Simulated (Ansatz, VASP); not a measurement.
# One calculation of FeGe16, two programs

INCAR

```
PREC = Accurate ; ENCUT = 600
EDIFF = 1E-6 ; ISMEAR = 0
SIGMA = 0.05 ; LREAL = False
LASPH = True ; NELM = 200
ALGO = Normal ; ISIF = 2
LWAVE = False ; LCHARG = False
ISPIN = 2 ; MAGMOM = 2.24 0 0 0 0 0 0 0 0 0 0 0 0.01 0 0.01 0.01 0.01
LORBIT = 11 ; LMAXMIX = 4
LDAU = True ; LDAUTYPE = 2
LDAUL = 2 -1 ; LDAUU = 4 0
LDAUJ = 0 0 ; LDAUPRINT = 1
GGA = PS ; NBANDS = 134
GGA_COMPAT = False
```

File KPOINTS:

```
Automatic mesh
0
Gamma
  3 3 3
```

POSCAR

```
FeGe16
1.0
    0.0000000000      5.6575400000      5.6575400000
    5.6575400000      0.0000000000      5.6575400000
    5.6575400000      5.6575400000      0.0000000000
Fe Ge
1 16
Direct
    0.2500000000      0.2500000000      0.2500000000
    1.0000000000      1.0000000000      0.0000000000
    0.9976125891      0.9976125891      0.5023874109
    0.9976125891      0.5023874109      0.9976125891
    0.9976125891      0.5023874109      0.5023874109
    0.5023874109      0.9976125891      0.9976125891
    0.5023874109      0.9976125891      0.5023874109
    0.5023874109      0.5023874109      0.9976125891
    0.5000000000      0.5000000000      0.5000000000
    0.1242205332      0.1242205332      0.1242205332
    0.1242205332      0.1242205332      0.6273384004
    0.1242205332      0.6273384004      0.1242205332
    0.1277661185      0.6240779605      0.6240779605
    0.6273384004      0.1242205332      0.1242205332
    0.6240779605      0.1277661185      0.6240779605
    0.6240779605      0.6240779605      0.1277661185
    0.6240779605      0.6240779605      0.6240779605
```

Input for Ansatz:

```yaml
crystal:
  lattice:
    - [0.0, 5.65754, 5.65754]
    - [5.65754, 0.0, 5.65754]
    - [5.65754, 5.65754, 0.0]
  atoms:
    - { symbol: Fe, position: [0.25, 0.25, 0.25], spin: 1.0 }
    - { symbol: Ge, position: [1.0, 1.0, 0.0] }
    - { symbol: Ge, position: [0.9976125891, 0.9976125891, 0.5023874109] }
    - { symbol: Ge, position: [0.9976125891, 0.5023874109, 0.9976125891] }
    - { symbol: Ge, position: [0.9976125891, 0.5023874109, 0.5023874109] }
    - { symbol: Ge, position: [0.5023874109, 0.9976125891, 0.9976125891] }
    - { symbol: Ge, position: [0.5023874109, 0.9976125891, 0.5023874109] }
    - { symbol: Ge, position: [0.5023874109, 0.5023874109, 0.9976125891] }
    - { symbol: Ge, position: [0.5, 0.5, 0.5] }
    - { symbol: Ge, position: [0.1242205332, 0.1242205332, 0.1242205332] }
    - { symbol: Ge, position: [0.1242205332, 0.1242205332, 0.6273384004] }
    - { symbol: Ge, position: [0.1242205332, 0.6273384004, 0.1242205332] }
    - { symbol: Ge, position: [0.1277661185, 0.6240779605, 0.6240779605] }
    - { symbol: Ge, position: [0.6273384004, 0.1242205332, 0.1242205332] }
    - { symbol: Ge, position: [0.6240779605, 0.1277661185, 0.6240779605] }
    - { symbol: Ge, position: [0.6240779605, 0.6240779605, 0.1277661185] }
    - { symbol: Ge, position: [0.6240779605, 0.6240779605, 0.6240779605] }
basis:
  ecutwfc: 420
  ecutrho_ratio: 4
kpoints:
  mp_grid: { grid: [3, 3, 3] }
hamiltonian:
  xc: pbesol
  hubbard: { sites: [{ site: 0, l: d, u_eff: 4.0 }] }
scf:
  occupations: { method: gaussian, width: 0.05 }
  lower_state_search: "off"
  max_iter: 150
output:
  forces: true
  stress: true
  eigenvalues: true
  populations: true
  hubbard: { sites: [{ site: 0, l: d }] }
magnetization:
  spin_polarized: true
  initial_magnetization: 1.0
  spin_locking: { lock_magnetization: soft, n_iters: 6 }
```

Alike in both runs: task single point; functional PBEsol; k mesh 3 × 3 × 3; occupations gaussian, width 0.05 eV; collinear spin; Hubbard terms Fe d U = 4.0 eV.

|  | VASP | Ansatz |
| --- | --- | --- |
| version | VASP 6.6.1 | Ansatz 0.2.0 |
| potentials or method | VASP PAW PBE potentials, release 64 (Fe, Ge_d), cutoff 600 eV | scalar-relativistic, plane waves, PAW |
| valence electrons in the cell | 232 | 240 |

```tsv
	VASP	Ansatz	Ansatz less VASP
gap on the k mesh at the Fermi level (eV)	none	none	-
pressure (GPa)	2.6	2.3	-0.34
rms of the force components (eV/Å)	0.015	0.004	-0.0112
net moment per atom (μB)	0.16	0.13	-0.026
size of the moment on the site where the two differ most (μB)	2.66	2.24	-0.423
```

VASP's potentials were made for PBE, not for PBEsol. Site moments also hang on the region over which each program counts them. The programs project onto different local orbitals, so the same U acts differently, and such runs can settle in different states. Atom by atom the forces differ by 0.016 eV/Å (rms over components). A gap of «none» marks a metal or a gap that the smearing closes. VASP's potentials hold 232 valence electrons a cell and Ansatz's 240, so a difference there can come from the potentials and not from the codes. Ansatz's warnings: filled band counts differ across k points, stress scf threshold loose.
